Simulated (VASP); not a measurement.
# Be2Al (P6mm) in VASP: a series of runs

Runs on Be2Al. Level: PBE+D3(BJ). Tasks: single point, relaxation of cell and atoms.

Program: VASP 6.6.1. These are calculated values, not measurements. Logs are shortened: lines on timing, memory, paths and dates and some standing lists are left out, and cuts for length are marked.

### Step 1. The cell of the first run

Symmetry: P6mm, No. 183, hexagonal system. The conventional cell has a = 3.524 Å, b = 3.524 Å, c = 3.907 Å, α = 90.00°, β = 90.00°, γ = 120.00°. Be (site symmetry 3m) has 3 Be at 2.03 Å and 3 Al at 2.14 Å within 2.7 Å. Within 2.8 Å of Al (site symmetry 6mm) lie 6 Be at 2.14 Å.

### Step 2. Single point, PBE+D3(BJ)

File INCAR:

```
SYSTEM = Be2Al
  PREC = Accurate
  ENCUT = 520
  EDIFF = 1E-6
  ISMEAR = 0
  SIGMA = 0.1
  LREAL = .FALSE.
  LASPH = .TRUE.
  NELM = 80
  ALGO = Fast
  ISIF = 2
  LWAVE = .FALSE.
  LCHARG = .FALSE.
  GGA = PE
  IVDW = 12
  NBANDS = 10
```

File KPOINTS:

```
regular mesh
0
G
  6 6 4
  0 0 0
```

File POSCAR:

```
Be2Al
1.0
    3.5242372600      0.0000000000      0.0000000000
   -1.7621186300      3.0520789900      0.0000000000
    0.0000000000      0.0000000000      3.9070480600
Be Al
2 1
Direct
    0.3333333300      0.6666666700      0.0000000000
    0.6666666700      0.3333333300      0.0000000000
    0.0000000000      0.0000000000      0.1707294200
```

Potentials or basis: VASP PAW PBE potentials, release 64 (Be, Al).

The run is started by

```sh
> cat potpaw_PBE.64/Be/POTCAR potpaw_PBE.64/Al/POTCAR > POTCAR
> mpirun -np 1 vasp_std > vasp.out
```

OUTCAR:

```text
SYSTEM = Be2Al
   PREC = Accurate
   ENCUT = 520
   EDIFF = 1E-6
   ISMEAR = 0
   LREAL = .FALSE.
   LASPH = .TRUE.
   NELM = 80
   ISIF = 2
   GGA = PE
   IVDW = 12
 IVDW          = 12

 ion  position               nearest neighbor table
   1  0.333  0.667  0.000-   2 2.03   2 2.03   2 2.03   3 2.14   3 2.14   3 2.14
   2  0.667  0.333  0.000-   1 2.03   1 2.03   1 2.03   3 2.14   3 2.14   3 2.14
   3  0.000  0.000  0.171-   1 2.14   2 2.14   1 2.14   2 2.14   2 2.14   1 2.14

  LATTYP: Found a hexagonal cell.
 ALAT       =     3.5242372600
 C/A-ratio  =     1.1086223122

  Lattice vectors:

 A1 = (   3.5242372600,   0.0000000000,   0.0000000000)
 A2 = (  -1.7621186300,   3.0520789900,   0.0000000000)
 A3 = (   0.0000000000,   0.0000000000,   3.9070480600)

Analysis of symmetry for initial positions (statically):
=====================================================================
 Subroutine PRICEL returns:
 Original cell was already a primitive cell.

 Routine SETGRP: Setting up the symmetry group for a
 hexagonal supercell.

 Subroutine GETGRP returns: Found 12 space group operations
 (whereof 12 operations were pure point group operations)
 out of a pool of 24 trial point group operations.

The static configuration has the point symmetry C_6v.

Analysis of symmetry for dynamics (positions and initial velocities):
=====================================================================
 Subroutine PRICEL returns:
 Original cell was already a primitive cell.

 Routine SETGRP: Setting up the symmetry group for a
 hexagonal supercell.

 Subroutine GETGRP returns: Found 12 space group operations
 (whereof 12 operations were pure point group operations)
 out of a pool of 24 trial point group operations.

The dynamic configuration has the point symmetry C_6v.

 Subroutine INISYM returns: Found 12 space group operations
 (whereof 12 operations are pure point group operations),
 and found     1 'primitive' translations

----------------------------------------------------------------------------------------

                                     Primitive cell

  volume of cell :      42.0252

  direct lattice vectors                    reciprocal lattice vectors
     3.524237260  0.000000000  0.000000000     0.283749341  0.163822759  0.000000000
    -1.762118630  3.052078990  0.000000000     0.000000000  0.327645517  0.000000000
     0.000000000  0.000000000  3.907048060     0.000000000  0.000000000  0.255947709

  length of vectors
     3.524237260  3.524237255  3.907048060     0.327645517  0.327645517  0.255947709

  position of ions in fractional coordinates (direct lattice)
     0.333333330  0.666666670  0.000000000
     0.666666670  0.333333330  0.000000000
     0.000000000  0.000000000  0.170729420

  ion indices of the primitive-cell ions
   primitive index   ion index
                 1           1
                 2           2
                 3           3

----------------------------------------------------------------------------------------

 KPOINTS: regular mesh

Automatic generation of k-mesh.
 Grid dimensions read from file:
 generate k-points for:    6    6    4

 Generating k-lattice:

  Cartesian coordinates                     Fractional coordinates (reciprocal lattice)
     0.047291557  0.027303793  0.000000000     0.166666667  0.000000000  0.000000000
     0.000000000  0.054607586  0.000000000     0.000000000  0.166666667  0.000000000
     0.000000000  0.000000000  0.063986927     0.000000000  0.000000000  0.250000000

  Length of vectors
     0.054607586  0.054607586  0.063986927

  Shift w.r.t. Gamma in fractional coordinates (k-lattice)
     0.000000000  0.000000000  0.000000000

 Subroutine IBZKPT returns following result:
 ===========================================

 Found     21 irreducible k-points:

 Following reciprocal coordinates:
            Coordinates               Weight
  0.000000  0.000000  0.000000      1.000000
  0.166667  0.000000  0.000000      6.000000
  0.333333  0.000000  0.000000      6.000000
  0.500000  0.000000  0.000000      3.000000
  0.166667  0.166667  0.000000      6.000000
  0.333333  0.166667  0.000000     12.000000
[... 13 lines left out ...]
  0.333333  0.166667  0.500000     12.000000
  0.333333  0.333333  0.500000      2.000000
   k-points           NKPTS =     21   k-points in BZ     NKDIM =     21   number of bands    NBANDS=     10
   number of dos      NEDOS =    301   number of ions     NIONS =      3
   total plane-waves  NPLWV =  23520
   dimension x,y,z NGX =    28 NGY =   28 NGZ =   30
   dimension x,y,z NGXF=    56 NGYF=   56 NGZF=   60
   ions per type =               2   1
   NGX,Y,Z   is equivalent  to a cutoff of  13.21, 13.21, 12.77 a.u.
   NGXF,Y,Z  is equivalent  to a cutoff of  26.42, 26.42, 25.53 a.u.
 SYSTEM =  Be2Al
   PREC   = accura    normal or accurate (medium, high low for compatibility)
   ISTART =      0    job   : 0-new  1-cont  2-samecut
   ICHARG =      2    charge: 1-file 2-atom 10-const
   ISPIN  =      1    spin polarized calculation?
   LNONCOLLINEAR =      F non collinear calculations
   LSORBIT =      F    spin-orbit coupling
   LASPH  =      T    aspherical Exc in radial PAW
   ENCUT  =  520.0 eV  38.22 Ry    6.18 a.u.   6.55  6.55  7.26*2*pi/ulx,y,z
   NELM   =     80;   NELMIN=  2; NELMDL= -5     # of ELM steps
   EDIFF  = 0.1E-05   stopping-criterion for ELM
   LREAL  =      F    real-space projection
   EDIFFG = 0.1E-04   stopping-criterion for IOM
   NSW    =      0    number of steps for IOM
   IBRION =     -1    ionic relax: 0-MD 1-quasi-New 2-CG
   NFREE  =      0    steps in history (QN), initial steepest desc. (CG)
   ISIF   =      2    stress and relaxation
   ISYM   =      2    0-nonsym 1-usesym 2-fastsym
   POTIM  = 0.5000    time-step for ionic-motion
   TEBEG  =    0.0;   TEEND  =   0.0 temperature during run
   PSTRESS=    0.0 pullay stress
   NELECT =       7.0000    total number of electrons
   NUPDOWN=      -1.0000    fix difference up-down
   EMIN   =  10.00;   EMAX   =-10.00  energy-range for DOS
   EFERMI =   0.00;   METHOD = LEGACY
   ISMEAR =     0;   SIGMA  =   0.10  broadening in eV -4-tet -1-fermi 0-gaus
   EFERMI_NEDOS =   21; number of points for ismear=-14 and -15
   IALGO  =     68    algorithm
   IMIX   =      4    mixing-type and parameters
     AMIX     =   0.40;   BMIX     =  1.00
     AMIX_MAG =   1.60;   BMIX_MAG =  1.00
  volume/ion in A,a.u.               =      14.01        94.53
  Fermi-wavevector in a.u.,A,eV,Ry     =   0.900750  1.702171 11.039096  0.811351
  Thomas-Fermi vector in A             =   2.023746
   LORBIT       =      0    0 simple, 1 ext, 2 COOP (PROOUT), +10 PAW based schemes
   GGA     = PE    functional components
   LHFCALC =     F    Hartree Fock is set to
   AEXX    =    0.0000 exact exchange contribution
   IVDW    =    12    specifies the selected vdW correction
   LEPSILON=     F    determine dielectric tensor
   LRPA    =     F    only Hartree local field effects (RPA)
 non-spin polarized calculation
 RMM-DIIS sequential band-by-band and
 Gauss-broadening in eV      SIGMA  =   0.10
  energy-cutoff  :      520.00
  volume of cell :       42.03
 maximum number of plane-waves:      1149
 NGX is ok and might be reduce to    28
   NGX = 13   NGY = 13   NGZ = 15

 number of electron       7.0000000 magnetization

 Free energy of the ion-electron system (eV)
  ---------------------------------------------------
  ext. energy  EPLUGINS =         0.00000000
  ---------------------------------------------------
  free energy    TOTEN  =        -8.65626475 eV

  energy without entropy =       -8.64750118  energy(sigma->0) =       -8.65188297

 E-fermi :   3.9798     XC(G=0):  -9.0579

 val. band max:        3.9148675619   @ k =   0.3333   0.1667   0.2500
 cond. band min:       4.0038057393   @ k =   0.1667   0.0000   0.0000
 fundamental gap:      0.0889381773
 Fermi energy:         3.9798035701

 k-point     1 :       0.0000    0.0000    0.0000
  band No.  band energies     occupation
      1      -5.0963      2.00000
      2       3.3378      2.00000
      3       5.3184      0.00000
      4       5.3184      0.00000
      5       6.1314      0.00000
      6       7.0993      0.00000
      7       7.0993      0.00000
      8      13.0601      0.00000
      9      13.5445      0.00000
     10      15.7130      0.00000

 k-point     2 :       0.1667    0.0000    0.0000
  band No.  band energies     occupation
      1      -4.7380      2.00000
      2       3.2320      2.00000
      3       3.7893      1.99293
      4       4.0038      0.73428
      5       6.4592      0.00000
      6       7.8034      0.00000
      7       9.2000      0.00000
      8      12.8543      0.00000
      9      13.9391      0.00000
     10      14.8716      0.00000

 k-point     3 :       0.3333    0.0000    0.0000
  band No.  band energies     occupation
      1      -3.6842      2.00000
      2       0.5302      2.00000
      3       2.8433      2.00000
      4       4.9487      0.00000
      5       7.2903      0.00000
      6       7.8418      0.00000
      7      10.0794      0.00000
      8      12.1298      0.00000
      9      12.5790      0.00000
     10      14.7851      0.00000
[... 209 lines left out ...]
 k-point    20 :       0.3333    0.1667    0.5000
  band No.  band energies     occupation
      1      -1.9674      2.00000
      2       0.1506      2.00000
      3       1.7473      2.00000
      4       2.5733      2.00000
      5       5.0446      0.00000
      6       7.4375      0.00000
      7      10.4758      0.00000
      8      13.6338      0.00000
      9      14.7880      0.00000
     10      16.8252      0.00000

 k-point    21 :       0.3333    0.3333    0.5000
  band No.  band energies     occupation
      1      -0.9251      2.00000
      2       0.0821      2.00000
      3       0.0821      2.00000
      4       4.6097      0.00000
      5       4.6390      0.00000
      6       4.6390      0.00000
      7      13.6267      0.00000
      8      13.6975      0.00000
      9      13.6975      0.00000
     10      17.4894      0.00000

------------------------ aborting loop because EDIFF is reached ----------------------------------------

 Edisp (eV)   -0.76061

 E8    (eV) :    -0.2944

  FORCE on cell =-STRESS in cart. coord.  units (eV):
  Direction    XX          YY          ZZ          XY          YZ          ZX
  --------------------------------------------------------------------------------------
  -------------------------------------------------------------------------------------
  Total       7.46383     7.46383    -1.17871     0.00000    -0.00000     0.00000
  in kB     284.55265   284.55265   -44.93729     0.00000    -0.00000     0.00000
  external pressure =      174.72 kB  Pullay stress =        0.00 kB

 VOLUME and BASIS-vectors are now :
 -----------------------------------------------------------------------------
  energy-cutoff  :      520.00
  volume of cell :       42.03
      direct lattice vectors                 reciprocal lattice vectors
     3.524237260  0.000000000  0.000000000     0.283749341  0.163822759  0.000000000
    -1.762118630  3.052078990  0.000000000     0.000000000  0.327645517  0.000000000
     0.000000000  0.000000000  3.907048060     0.000000000  0.000000000  0.255947709

 POSITION                                       TOTAL-FORCE (eV/Angst)
 -----------------------------------------------------------------------------------
     -0.00000      2.03472      0.00000         0.000000      0.000000     -0.957272
      1.76212      1.01736      0.00000        -0.000000      0.000000     -0.957272
      0.00000      0.00000      0.66705        -0.000000     -0.000000      1.914544
 -----------------------------------------------------------------------------------
    total drift:                               -0.000000     -0.000000      0.000073

  FREE ENERGIE OF THE ION-ELECTRON SYSTEM (eV)
  ---------------------------------------------------
  free  energy   TOTEN  =        -9.4168761411 eV

  energy  without entropy=       -9.4081125719  energy(sigma->0) =       -9.41249436
```

Wall time 12 s (1 thread of Intel Xeon 8259CL, shared host); peak memory 0.16 GiB.

Results:

| Quantity | Value |
| --- | --- |
| Free energy | -9.4169 eV |
| Pressure | 17.5 GPa |
| Largest force | 1.915 eV/Å |
| Band gap on the k mesh | zero (an odd number of electrons rules out a gap without spin polarisation) |
| Dispersion energy per atom | -0.254 eV |

Forces on the atoms (eV/Å):
```
Be   0.000  0.000 -0.957
Be   0.000  0.000 -0.957
Al   0.000  0.000  1.915
```

Stress tensor (GPa, compression positive):
```
28.46  0.00  0.00
 0.00 28.46  0.00
 0.00  0.00 -4.49
```

Levels at points of the mesh, in eV from the Fermi level:
| k point | band 1 | band 2 | band 3 | band 4 | band 5 | band 6 |
| --- | --- | --- | --- | --- | --- | --- |
| (0.00, 0.00, 0.00) | -9.08 | -0.64 | 1.34 | 1.34 | 2.15 | 3.12 |
| (0.50, 0.00, 0.00) | -6.32 | -5.39 | -1.53 | 2.59 | 3.10 | 3.58 |
| (0.00, 0.00, 0.50) | -8.24 | -4.38 | 1.58 | 1.58 | 3.51 | 3.51 |
| (0.50, 0.00, 0.50) | -5.64 | -4.71 | -1.22 | -0.63 | -0.57 | 4.52 |

Caveat: the k points lie up to 0.40 Å⁻¹ apart, too coarse for converged energies and pressures of a metal; forces of over 1 eV/Å act on the atoms, so gaps and moduli don't describe the material at rest.

### Step 3. Relaxation of cell and atoms, PBE+D3(BJ)

File INCAR:

```
ALGO = Normal ; EDIFF = 1E-6
EDIFFG = -0.04 ; ENCUT = 600
GGA = PE ; IBRION = 2
ISIF = 3 ; ISMEAR = 0
IVDW = 12 ; LASPH = True
LCHARG = False ; LREAL = False
LWAVE = False ; NELM = 60
NSW = 90 ; PREC = Accurate
SIGMA = 0.1
```

File KPOINTS:

```
k-points
0
Gamma
  6 6 4
```

POSCAR is that of step 2.

Potentials or basis: VASP PAW PBE potentials, release 64 (Be, Al).

The run is started by

```sh
> cat potpaw_PBE.64/Be/POTCAR potpaw_PBE.64/Al/POTCAR > POTCAR
> mpirun -np 1 vasp_std > vasp.out
```

It took 1.8 min on 1 thread of Intel Xeon 8259CL, shared host; peak memory 0.18 GiB.

It converged, with:

```
Free energy                           : -11.5454 eV
Relaxed volume                        : 10.52 Å³/atom
Relaxed cell                          : a = 3.622 Å, b = 3.622 Å, c = 2.779 Å, α = 90.00°, β = 90.00°, γ = 120.00°
Space group after relaxing (to 0.1 Å) : P6/mmm (No. 191)
Pressure after relaxing               : 0.0 GPa
Largest force after relaxing          : 0.036 eV/Å
Band gap on the k mesh                : zero (an odd number of electrons rules out a gap without spin polarisation)
Dispersion energy per atom            : -0.346 eV
```

Forces in eV/Å, atoms in the order of the input:
```
Be   0.000  0.000 -0.018
Be   0.000  0.000 -0.018
Al   0.000  0.000  0.036
```

Final structure:
```xyz
3
Lattice="3.6215 0.0000 0.0000 -1.8108 3.1363 0.0000 0.0000 0.0000 2.7790" Properties=species:S:1:pos:R:3 pbc="T T T"
Be    0.0000    2.0909    2.4773
Be    1.8108    1.0454    2.4773
Al    0.0000    0.0000    1.0778
```

Levels at points of the mesh, in eV from the Fermi level:
```tsv
k point	band 1	band 2	band 3	band 4	band 5	band 6	band 7
(0.00, 0.00, 0.00)	-11.08	0.09	0.09	1.22	1.22	3.84	4.53
(0.50, 0.00, 0.00)	-8.36	-7.30	-2.95	0.87	6.50	8.01	10.26
(0.00, 0.00, 0.50)	-7.12	-6.60	2.75	2.75	4.66	4.66	5.79
(0.50, 0.00, 0.50)	-4.76	-3.89	-2.92	-2.78	-0.08	3.84	4.04
```

Caveat: the k points lie up to 0.57 Å⁻¹ apart in the final cell, too coarse for converged energies and pressures of a metal; the volume moved by over 15 % at a fixed basis, so the end points are rough.
